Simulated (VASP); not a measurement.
# MgO in VASP: further runs, part 2 of 2

VASP 6.6.1. Earlier steps stand in the parts before.

### Step 4. Single point, r2SCAN (epitaxial xy strain -0.3%)

The input, POSCAR:

```
MgO
1.0
    0.0000000000      2.0950200466      2.1066565368
    2.0950200466      0.0000000000      2.1066565368
    2.0950200466      2.0950200466      0.0000000000
Mg O
1 1
Direct
    0.0000000000      0.0000000000      0.0000000000
    0.5000000000      0.5000000000      0.5000000000
```

The input, INCAR.step1:

```
ALGO = Normal ; EDIFF = 1E-4
ENCUT = 520 ; GGA = PE
ISMEAR = 0 ; LASPH = True
LCHARG = False ; LREAL = False
LWAVE = True ; NBANDS = 11
NELM = 80 ; PREC = Accurate
SIGMA = 0.01
```

The input, INCAR.step2:

```
ALGO = Normal ; EDIFF = 1E-7
ENCUT = 520 ; ISIF = 2
ISMEAR = 0 ; ISTART = 1
LASPH = True ; LCHARG = False
LMIXTAU = True ; LREAL = False
LWAVE = False ; METAGGA = R2SCAN
NBANDS = 11 ; NELM = 80
PREC = Accurate ; SIGMA = 0.01
```

The input, KPOINTS:

```
k-points
0
Gamma
  10 10 10
```

Potentials or basis: VASP PAW PBE potentials, release 64 (Mg, O).

Launch:

```
$ cat potpaw_PBE.64/Mg/POTCAR potpaw_PBE.64/O/POTCAR > POTCAR
$ cp INCAR.step1 INCAR
$ mpirun -np 1 vasp_std > vasp.out
$ cp INCAR.step2 INCAR
$ mpirun -np 1 vasp_std > vasp.out
```

OUTCAR:

```text
EDIFF = 1E-7
   ENCUT = 520
   ISIF = 2
   ISMEAR = 0
   ISTART = 1
   LASPH = True
   LREAL = False
   METAGGA = R2SCAN
   NELM = 80
   PREC = Accurate

 ion  position               nearest neighbor table
   1  0.000  0.000  0.000-   2 2.10   2 2.10   2 2.10   2 2.10   2 2.11   2 2.11
   2  0.500  0.500  0.500-   1 2.10   1 2.10   1 2.10   1 2.10   1 2.11   1 2.11

  LATTYP: Found a body centered tetragonal cell.
 ALAT       =     2.9628057633
 C/A-ratio  =     1.4220686100

  Lattice vectors:

 A1 = (  -2.0950200466,   0.0000000000,   2.1066565368)
 A2 = (   2.0950200466,   0.0000000000,   2.1066565368)
 A3 = (   0.0000000000,   2.0950200466,  -2.1066565368)

Analysis of symmetry for initial positions (statically):
=====================================================================
 Subroutine PRICEL returns:
 Original cell was already a primitive cell.

 Routine SETGRP: Setting up the symmetry group for a
 body centered tetragonal supercell.

 Subroutine GETGRP returns: Found 16 space group operations
 (whereof 16 operations were pure point group operations)
 out of a pool of 16 trial point group operations.

[... 174 lines left out ...]
      3       2.8469      2.00000
      4       2.8588      2.00000
      5       8.5584      0.00000
      6      19.7050      0.00000
      7      19.7647      0.00000
      8      19.7647      0.00000
      9      23.9194      0.00000
     10      25.6041      0.00000
     11      25.7923      0.00000
[... 309 lines left out ...]
 k-point    24 :       0.4000    0.3000    0.0000
  band No.  band energies     occupation
      1     -14.1818      2.00000
      2      -0.7638      2.00000
      3       1.5259      2.00000
      4       1.7464      2.00000
      5      13.5356      0.00000
      6      14.0637      0.00000
      7      17.6826      0.00000
      8      22.5036      0.00000
      9      22.7180      0.00000
     10      29.3134      0.00000
     11      31.4791      0.00000

 [... further k-points ...]

------------------------ aborting loop because EDIFF is reached ----------------------------------------

  FORCE on cell =-STRESS in cart. coord.  units (eV):
  Direction    XX          YY          ZZ          XY          YZ          ZX
  --------------------------------------------------------------------------------------
  -------------------------------------------------------------------------------------
  Total        0.0072929      0.0072929     -0.1329787      0.0000000      0.0000000      0.0000000
  in kB        0.6318439      0.6318439    -11.5210595      0.0000000      0.0000000      0.0000000
  external PRESSURE =      -3.4191239 kB  Pullay stress =       0.0000000 kB

 VOLUME and BASIS-vectors are now :
 -----------------------------------------------------------------------------
  energy-cutoff  :      520.00
  volume of cell :       18.49
      direct lattice vectors                 reciprocal lattice vectors
     0.000000000  2.095020047  2.106656537    -0.238661201  0.238661201  0.237342913
     2.095020047  0.000000000  2.106656537     0.238661201 -0.238661201  0.237342913
     2.095020047  2.095020047  0.000000000     0.238661201  0.238661201 -0.237342913

 POSITION                                       TOTAL-FORCE (eV/Angst)
 -----------------------------------------------------------------------------------
      0.00000      0.00000      0.00000         0.000000      0.000000      0.000000
      2.09502      2.09502      2.10666        -0.000000     -0.000000      0.000000
 -----------------------------------------------------------------------------------
    total drift:                               -0.000000     -0.000000      0.000000

  FREE ENERGIE OF THE ION-ELECTRON SYSTEM (eV)
  ---------------------------------------------------
  free  energy   TOTEN  =       -16.1611243898 eV

  energy  without entropy=      -16.1611243898  energy(sigma->0) =      -16.16112439
```

It took 2.2 min on 1 thread of Intel Xeon 8259CL, shared host; peak memory 0.16 GiB.

What came out:

| Item | Value |
| --- | --- |
| Free energy | -16.1611 eV |
| Pressure | -0.3 GPa |
| Band gap on the k mesh | 5.70 eV, direct |

Levels at points of the mesh, in eV from the valence-band top:
```tsv
k point	band 1	band 2	band 3	band 4	band 5	band 6	band 7	band 8
(0.00, 0.00, 0.00)	-18.26	-0.01	-0.01	0.00	5.70	16.85	16.91	16.91
(0.50, 0.00, 0.00)	-16.99	-4.66	-0.70	-0.69	8.86	13.92	17.46	17.59
(0.50, 0.50, 0.00)	-16.74	-4.16	-1.38	-1.38	10.08	11.17	14.35	20.57
(0.50, 0.00, 0.50)	-16.73	-4.14	-1.42	-1.39	10.02	11.16	14.42	20.45
```

Caveat: the cell differs from its parent crystal (epitaxial xy strain -0.3%); the PAW data sets were made with another functional, which shifts forces and pressure a little.

### Step 5. Single point, r2SCAN (uniaxial x strain -0.3%)

The input, POSCAR:

```
MgO
1.0
    0.0000000000      2.1021674158      2.1021674158
    2.0948098299      0.0000000000      2.1021674158
    2.0948098299      2.1021674158      0.0000000000
Mg O
1 1
Direct
    0.0000000000      0.0000000000      0.0000000000
    0.5000000000      0.5000000000      0.5000000000
```

The input, INCAR.step1:

```
  PREC = Accurate
  ENCUT = 520
  ISMEAR = 0
  SIGMA = 0.01
  LREAL = False
  LASPH = True
  NELM = 80
  NBANDS = 11
  GGA = PE
  ALGO = Normal
  EDIFF = 1E-4
  LWAVE = True
  LCHARG = False
```

The input, INCAR.step2:

```
  PREC = Accurate
  ENCUT = 520
  EDIFF = 1E-6
  ISMEAR = 0
  SIGMA = 0.01
  LREAL = False
  LASPH = True
  NELM = 80
  ALGO = Normal
  ISIF = 2
  LWAVE = False
  LCHARG = False
  METAGGA = R2SCAN
  LMIXTAU = True
  NBANDS = 11
  ISTART = 1
```

The input, KPOINTS:

```
regular mesh
0
Gamma
  10 10 10
```

Potentials or basis: VASP PAW PBE potentials, release 64 (Mg, O).

Launch:

```
$ cat potpaw_PBE.64/Mg/POTCAR potpaw_PBE.64/O/POTCAR > POTCAR
$ cp INCAR.step1 INCAR
$ mpirun -np 1 vasp_std > vasp.out
$ cp INCAR.step2 INCAR
$ mpirun -np 1 vasp_std > vasp.out
```

OUTCAR:

```text
PREC = Accurate
   ENCUT = 520
   EDIFF = 1E-6
   ISMEAR = 0
   LREAL = False
   LASPH = True
   NELM = 80
   ISIF = 2
   METAGGA = R2SCAN
   ISTART = 1

 ion  position               nearest neighbor table
   1  0.000  0.000  0.000-   2 2.09   2 2.09   2 2.10   2 2.10   2 2.10   2 2.10
   2  0.500  0.500  0.500-   1 2.09   1 2.09   1 2.10   1 2.10   1 2.10   1 2.10

  LATTYP: Found a body centered tetragonal cell.
 ALAT       =     2.9729136698
 C/A-ratio  =     1.4092638149

  Lattice vectors:

 A1 = (  -2.0948098299,   0.0000000000,  -2.1021674158)
 A2 = (  -2.0948098299,   0.0000000000,   2.1021674158)
 A3 = (   2.0948098299,   2.1021674158,   0.0000000000)

Analysis of symmetry for initial positions (statically):
=====================================================================
 Subroutine PRICEL returns:
 Original cell was already a primitive cell.

 Routine SETGRP: Setting up the symmetry group for a
 body centered tetragonal supercell.

 Subroutine GETGRP returns: Found 16 space group operations
 (whereof 16 operations were pure point group operations)
 out of a pool of 16 trial point group operations.

The static configuration has the point symmetry D_4h.
[... 166 lines left out ...]
 fundamental gap:      5.6930939230
 Fermi energy:         3.0145833536

 k-point     1 :       0.0000    0.0000    0.0000
  band No.  band energies     occupation
      1     -15.4046      2.00000
      2       2.8371      2.00000
      3       2.8449      2.00000
      4       2.8449      2.00000
      5       8.5380      0.00000
      6      19.7165      0.00000
      7      19.7165      0.00000
      8      19.7542      0.00000
      9      23.9005      0.00000
     10      25.6179      0.00000
     11      25.7376      0.00000
[... 309 lines left out ...]
 k-point    24 :       0.4000    0.3000   -0.0000
  band No.  band energies     occupation
      1     -14.1812      2.00000
      2      -0.7664      2.00000
      3       1.5129      2.00000
      4       1.7309      2.00000
      5      13.5097      0.00000
      6      14.0310      0.00000
      7      17.6973      0.00000
      8      22.4471      0.00000
      9      22.6740      0.00000
     10      29.2572      0.00000
     11      31.4881      0.00000

 [... further k-points ...]
[... 5 lines left out ...]
  --------------------------------------------------------------------------------------
  -------------------------------------------------------------------------------------
  Total       -0.0031968     -0.0929232     -0.0929232      0.0000000      0.0000000     -0.0000000
  in kB       -0.2766426     -8.0412827     -8.0412827      0.0000000      0.0000000     -0.0000000
  external PRESSURE =      -5.4530694 kB  Pullay stress =       0.0000000 kB

 VOLUME and BASIS-vectors are now :
 -----------------------------------------------------------------------------
  energy-cutoff  :      520.00
  volume of cell :       18.51
      direct lattice vectors                 reciprocal lattice vectors
     0.000000000  2.102167416  2.102167416    -0.238685151  0.237849753  0.237849753
     2.094809830  0.000000000  2.102167416     0.238685151 -0.237849753  0.237849753
     2.094809830  2.102167416  0.000000000     0.238685151  0.237849753 -0.237849753

 POSITION                                       TOTAL-FORCE (eV/Angst)
 -----------------------------------------------------------------------------------
      0.00000      0.00000      0.00000        -0.000000     -0.000000     -0.000000
      2.09481      2.10217      2.10217         0.000000      0.000000      0.000000
 -----------------------------------------------------------------------------------
    total drift:                               -0.000000     -0.000000      0.000000

  FREE ENERGIE OF THE ION-ELECTRON SYSTEM (eV)
  ---------------------------------------------------
  free  energy   TOTEN  =       -16.1612527847 eV

  energy  without entropy=      -16.1612527847  energy(sigma->0) =      -16.16125278
```

OSZICAR.step1:

```text
N       E                     dE             d eps       ncg     rms          rms(c)
DAV:   1     0.126669833114E+02    0.12667E+02   -0.46213E+03  2572   0.642E+02
DAV:   2    -0.129258405508E+02   -0.25593E+02   -0.24882E+02  2606   0.134E+02
DAV:   3    -0.134612184876E+02   -0.53538E+00   -0.53491E+00  2707   0.167E+01
DAV:   4    -0.134625010231E+02   -0.12825E-02   -0.12825E-02  2472   0.930E-01
DAV:   5    -0.134625051421E+02   -0.41191E-05   -0.41191E-05  2574   0.516E-02    0.723E+00
DAV:   6    -0.119164861089E+02    0.15460E+01   -0.87085E+00  2346   0.163E+01    0.220E+00
DAV:   7    -0.119057156159E+02    0.10770E-01   -0.56642E-02  2481   0.210E+00    0.134E+00
DAV:   8    -0.119006705452E+02    0.50451E-02   -0.27176E-02  2364   0.186E+00    0.236E-01
DAV:   9    -0.119002895353E+02    0.38101E-03   -0.60757E-04  2559   0.170E-01    0.130E-01
DAV:  10    -0.119002826601E+02    0.68752E-05   -0.51093E-04  2391   0.165E-01
   1 F= -.11900283E+02 E0= -.11900283E+02  d E =-.179509E-87
```

It took 99 s on 1 thread of Intel Xeon 8259CL, shared host; peak memory 0.16 GiB.

Results:

| Property | Result |
| --- | --- |
| Free energy | -16.1613 eV |
| Pressure | -0.5 GPa |
| Band gap on the k mesh | 5.69 eV, direct |

Stress tensor (GPa, compression positive):
```
-0.03  0.00  0.00
 0.00 -0.80  0.00
 0.00  0.00 -0.80
```

Caveat: the cell differs from its parent crystal (uniaxial x strain -0.3%); the PAW data sets were made with another functional, which shifts forces and pressure a little.

### Step 6. Single point, r2SCAN (shear xy strain +5.4%)

The input, POSCAR:

```
MgO
1.0
    0.0563380867      2.1021674158      2.1021674158
    2.1021674158      0.0563380867      2.1021674158
    2.1585055026      2.1585055026      0.0000000001
Mg O
1 1
Direct
    0.0000000000      0.0000000000      0.0000000000
    0.5000000000      0.5000000000      0.5000000000
```

The input, INCAR.step1:

```
SYSTEM = MgO
ALGO = Normal
EDIFF = 1E-4
ENCUT = 520
GGA = PE
ISMEAR = 0
LASPH = .TRUE.
LCHARG = .FALSE.
LREAL = .FALSE.
LWAVE = .TRUE.
NBANDS = 11
NELM = 60
PREC = Accurate
SIGMA = 0.01
```

The input, INCAR.step2:

```
SYSTEM = MgO
ALGO = Normal
EDIFF = 1E-7
ENCUT = 520
ISIF = 2
ISMEAR = 0
ISTART = 1
LASPH = .TRUE.
LCHARG = .TRUE.
LELF = .TRUE.
LMIXTAU = .TRUE.
LREAL = .FALSE.
LVHAR = .TRUE.
LWAVE = .FALSE.
METAGGA = R2SCAN
NBANDS = 11
NELM = 60
PREC = Accurate
SIGMA = 0.01
```

The input, KPOINTS:

```
k-points
0
G
  10 10 10
  0 0 0
```

Potentials or basis: VASP PAW PBE potentials, release 64 (Mg, O).

Launch:

```
$ cat potpaw_PBE.64/Mg/POTCAR potpaw_PBE.64/O/POTCAR > POTCAR
$ cp INCAR.step1 INCAR
$ mpirun -np 1 vasp_std > vasp.out
$ cp INCAR.step2 INCAR
$ mpirun -np 1 vasp_std > vasp.out
```

It took 2.6 min on 1 thread of Intel Xeon 8259CL, shared host; peak memory 0.17 GiB.

The run converged. Its results:

```
Free energy            : -16.1348 eV
Pressure               : -1.0 GPa
Band gap on the k mesh : 5.41 eV, direct
```

Stress tensor (GPa, compression positive):
```
-0.78 -8.49  0.00
-8.49 -0.78  0.00
 0.00  0.00 -1.42
```

Levels at points of the mesh, in eV from the valence-band top:
```
           k point  band 1  band 2  band 3  band 4  band 5  band 6  band 7  band 8
(0.00, 0.00, 0.00)  -18.45   -0.41   -0.22    0.00    5.41   15.87   16.70   17.48
(0.50, 0.00, 0.00)  -17.11   -4.76   -1.11   -0.91    8.42   13.94   16.63   17.16
(0.50, 0.50, 0.00)  -16.94   -4.35   -1.92   -1.26    9.52   11.25   14.13   19.71
(0.00, 0.00, 0.50)  -17.25   -4.95   -0.89   -0.65    8.80   13.33   17.42   17.96
(0.50, 0.00, 0.50)  -16.92   -4.34   -1.60   -1.59    9.82   10.90   14.07   20.24
```

Caveat: the cell differs from its parent crystal (shear xy strain +5.4%); the PAW data sets were made with another functional, which shifts forces and pressure a little.

### Step 7. Summary

```csv
level,cell,smearing,gap on the mesh (eV),pressure (GPa)
PBE,"a = 2.971, b = 2.971, c = 2.963 Å, angles 60.1, 60.1, 59.8°, 2 atoms",fermi-dirac 0.02 eV,4.82,5.7
PBE,"a = 2.973, b = 2.968, c = 2.968 Å, angles 60.1, 59.9, 59.9°, 2 atoms",fermi-dirac 0.02 eV,4.81,5.5
r2SCAN,"a = 2.971, b = 2.971, c = 2.963 Å, angles 60.1, 60.1, 59.8°, 2 atoms",gaussian 0.01 eV,5.70,-0.3
r2SCAN,"a = 2.973, b = 2.968, c = 2.968 Å, angles 60.1, 59.9, 59.9°, 2 atoms",gaussian 0.01 eV,5.69,-0.5
r2SCAN,"a = 2.973, b = 2.973, c = 3.053 Å, angles 59.1, 59.1, 58.2°, 2 atoms",gaussian 0.01 eV,5.41,-1.0
```

Alike in all rows: task single point; potentials or basis VASP PAW PBE potentials, release 64 (Mg, O); no spin polarisation; k mesh 10 × 10 × 10; cutoff (eV) 520.

Caveats: the PAW data sets were made with another functional, which shifts forces and pressure a little (some runs).

Absolute energies hang on the potentials; compare differences alone.
